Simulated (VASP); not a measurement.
# CdS (Greenockite) (P6_3mc) in VASP: a series of runs, part 2 of 2

VASP 6.6.1. The steps go on from the part before.

### Step 3. Electric field gradients, r2SCAN

POSCAR reads:

```
CdS
1.0
    4.1500000000      0.0000000000      0.0000000000
   -2.0750000000      3.5940054257      0.0000000000
    0.0000000000      0.0000000000      6.7370000000
Cd S
2 2
Direct
    0.3333333333      0.6666666667     -0.0010297073
    0.6666666667      0.3333333333      0.4989702927
    0.3333333333      0.6666666667      0.3760297073
    0.6666666667      0.3333333333      0.8760297073
```

INCAR.step1 reads:

```
ALGO = Normal ; EDIFF = 1E-4
ENCUT = 520 ; GGA = PE
ISMEAR = -1 ; LASPH = True
LCHARG = False ; LREAL = False
LWAVE = True ; NBANDS = 26
NELM = 100 ; PREC = Accurate
SIGMA = 0.02
```

INCAR.step2 reads:

```
ALGO = Normal ; EDIFF = 1E-8
ENCUT = 520 ; ISIF = 2
ISMEAR = -1 ; ISTART = 1
LASPH = True ; LCHARG = False
LEFG = True ; LMIXTAU = True
LREAL = False ; LWAVE = False
METAGGA = R2SCAN ; NBANDS = 26
NELM = 100 ; PREC = Accurate
SIGMA = 0.02
```

KPOINTS reads:

```
k-points
0
Gamma
  12 12 7
```

Potentials or basis: VASP PAW PBE potentials, release 64 (Cd, S).

Run with:

```
> cat potpaw_PBE.64/Cd/POTCAR potpaw_PBE.64/S/POTCAR > POTCAR
> cp INCAR.step1 INCAR
> mpirun -np 1 vasp_std > vasp.out
> cp INCAR.step2 INCAR
> mpirun -np 1 vasp_std > vasp.out
```

OUTCAR:

```text
EDIFF = 1E-8
   ENCUT = 520
   ISIF = 2
   ISMEAR = -1
   ISTART = 1
   LASPH = True
   LREAL = False
   METAGGA = R2SCAN
   NELM = 100
   PREC = Accurate

 ion  position               nearest neighbor table
   1  0.333  0.667  0.999-   4 2.54   4 2.54   4 2.54   3 2.54
   2  0.667  0.333  0.499-   3 2.54   3 2.54   3 2.54   4 2.54
   3  0.333  0.667  0.376-   2 2.54   2 2.54   2 2.54   1 2.54
   4  0.667  0.333  0.876-   1 2.54   1 2.54   1 2.54   2 2.54

  LATTYP: Found a hexagonal cell.
 ALAT       =     4.1500000000
 C/A-ratio  =     1.6233734940

  Lattice vectors:

 A1 = (   4.1500000000,   0.0000000000,   0.0000000000)
 A2 = (  -2.0750000000,   3.5940054257,   0.0000000000)
 A3 = (   0.0000000000,   0.0000000000,   6.7370000000)

Analysis of symmetry for initial positions (statically):
=====================================================================
 Subroutine PRICEL returns:
 Original cell was already a primitive cell.

 Routine SETGRP: Setting up the symmetry group for a
 hexagonal supercell.

 Subroutine GETGRP returns: Found 12 space group operations
 (whereof  6 operations were pure point group operations)
 out of a pool of 24 trial point group operations.

The static configuration has the point symmetry C_3v.
 The point group associated with its full space group is C_6v.

Analysis of symmetry for dynamics (positions and initial velocities):
=====================================================================
 Subroutine PRICEL returns:
 Original cell was already a primitive cell.

[... 169 lines left out ...]
      1     -11.8596      2.00000
      2     -11.4347      2.00000
      3      -6.9588      2.00000
      4      -6.9539      2.00000
      5      -6.9539      2.00000
      6      -6.8648      2.00000
[... 685 lines left out ...]
     25       9.5956      0.00000
     26      10.5063      0.00000

 [... further k-points ...]
[... 5 lines left out ...]
  --------------------------------------------------------------------------------------
  -------------------------------------------------------------------------------------
  Total        0.6149422      0.6149422      0.6643079      0.0000000      0.0000000      0.0000000
  in kB        9.8050889      9.8050889     10.5922107      0.0000000      0.0000000      0.0000000
  external PRESSURE =      10.0674628 kB  Pullay stress =       0.0000000 kB

 VOLUME and BASIS-vectors are now :
 -----------------------------------------------------------------------------
  energy-cutoff  :      520.00
  volume of cell :      100.48
      direct lattice vectors                 reciprocal lattice vectors
     4.150000000  0.000000000  0.000000000     0.240963855  0.139120547  0.000000000
    -2.075000000  3.594005426  0.000000000     0.000000000  0.278241094  0.000000000
     0.000000000  0.000000000  6.737000000     0.000000000  0.000000000  0.148434021

 POSITION                                       TOTAL-FORCE (eV/Angst)
 -----------------------------------------------------------------------------------
     -0.00000      2.39600      6.73006         0.000000      0.000000     -0.002879
      2.07500      1.19800      3.36156        -0.000000     -0.000000     -0.002879
     -0.00000      2.39600      2.53331         0.000000      0.000000      0.002879
      2.07500      1.19800      5.90181         0.000000      0.000000      0.002879
 -----------------------------------------------------------------------------------
    total drift:                               -0.000000     -0.000000     -0.007293

  FREE ENERGIE OF THE ION-ELECTRON SYSTEM (eV)
  ---------------------------------------------------
  free  energy   TOTEN  =       -59.3778750242 eV

  energy  without entropy=      -59.3778750242  energy(sigma->0) =      -59.37787502

 Electric field gradients (V/A^2)
---------------------------------------------------------------------
 ion       V_xx      V_yy      V_zz      V_xy      V_xz      V_yz
---------------------------------------------------------------------
   1      -1.753    -1.753     3.506     0.000     0.000    -0.000
   2      -1.753    -1.753     3.506     0.000    -0.000     0.000
   3       0.264     0.265    -0.529     0.000     0.000    -0.000
   4       0.264     0.265    -0.529     0.000    -0.000     0.000
---------------------------------------------------------------------

 Electric field gradients after diagonalization (V/A^2)
 (convention: |V_zz| > |V_xx| > |V_yy|)
----------------------------------------------------------------------
 ion       V_xx      V_yy      V_zz     asymmetry (V_yy - V_xx)/ V_zz
----------------------------------------------------------------------
   1      -1.753    -1.753     3.506       0.000
   2      -1.753    -1.753     3.506       0.000
   3       0.265     0.264    -0.529       0.002
   4       0.265     0.264    -0.529       0.002
----------------------------------------------------------------------

           NMR quadrupolar parameters

 Cq : quadrupolar parameter    Cq=e*Q*V_zz/h
 eta: asymmetry parameters     (V_yy - V_xx)/ V_zz
 Q  : nuclear electric quadrupole moment in mb (millibarn)
----------------------------------------------------------------------
 ion       Cq(MHz)       eta       Q (mb)
----------------------------------------------------------------------
   1       0.008       0.000       1.000
   2       0.008       0.000       1.000
   3      -0.001       0.002       1.000
   4      -0.001       0.002       1.000
----------------------------------------------------------------------
```

OUTCAR.step1:

```text
EDIFF = 1E-4
   ENCUT = 520
   GGA = PE
   ISMEAR = -1
   LASPH = True
   LREAL = False
[... 926 lines left out ...]
      2.07500      1.19800      3.36156        -0.000000      0.000000     -0.000217
     -0.00000      2.39600      2.53331        -0.000000      0.000000      0.000217
      2.07500      1.19800      5.90181         0.000000     -0.000000      0.000217
 -----------------------------------------------------------------------------------
    total drift:                               -0.000000     -0.000000     -0.001717

  FREE ENERGIE OF THE ION-ELECTRON SYSTEM (eV)
  ---------------------------------------------------
  free  energy   TOTEN  =       -12.2690417478 eV

  energy  without entropy=      -12.2690417478  energy(sigma->0) =      -12.26904175
```

Wall time 6.9 min (1 thread of Intel Xeon Platinum 8488C (Sapphire Rapids), shared host); peak memory 0.34 GiB.

What came out:

* Free energy: -59.3779 eV
* Pressure: 1.0 GPa
* Band gap on the k mesh: 1.66 eV, direct

Forces in eV/Å, atoms in the order of the input:
```
Cd   0.000  0.000 -0.003
Cd   0.000  0.000 -0.003
S    0.000  0.000  0.003
S    0.000  0.000  0.003
```

Stress tensor (GPa, compression positive):
```
0.98 0.00 0.00
0.00 0.98 0.00
0.00 0.00 1.06
```

Electric field gradients, principal values (V/Å²):
```tsv
atom	least	middle	greatest (by size)
1 Cd	-1.753	-1.753	3.506
2 Cd	-1.753	-1.753	3.506
3 S	0.264	0.265	-0.529
4 S	0.264	0.265	-0.529
```

Caveat: without QUAD_EFG the Cq values of the log hold for a quadrupole moment of 1 mb, not for the nuclei; the PAW data sets were made with another functional, which shifts forces and pressure a little. A k mesh can miss the band edges.
